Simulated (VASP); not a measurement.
Here is a VASP 6.6.1 calculation.

INCAR

```
ALGO = Normal ; EDIFF = 1E-8
ENCUT = 520 ; GGA = PS
ISIF = 2 ; ISMEAR = -1
LASPH = True ; LCHARG = False
LEFG = True ; LREAL = False
LWAVE = False ; NBANDS = 12
NELM = 60 ; PREC = Accurate
SIGMA = 0.03
```

KPOINTS

```
k-points
0
Gamma
  17 17 17
```

The input POSCAR:

```
Cu
1.0
    0.0000000000      1.8255750000      1.8075000000
    1.8255750000      0.0000000000      1.8075000000
    1.8255750000      1.8255750000      0.0000000000
Cu
1
Direct
    0.0000000000      0.0000000000      0.0000000000
```

Potentials or basis: VASP PAW PBE potentials, release 64 (Cu).

Launch:

```sh
$ cat potpaw_PBE.64/Cu/POTCAR > POTCAR
$ mpirun -np 1 vasp_std > vasp.out
```

(1) Estimate the pressure.

## Answers

(1) -8.6 GPa.

Caveat: the cell differs from its parent crystal (equal xx and yy strain of +1 %); without QUAD_EFG the Cq values of the log hold for a quadrupole moment of 1 mb, not for the nuclei; the PAW data sets were made with another functional, which shifts forces and pressure a little.
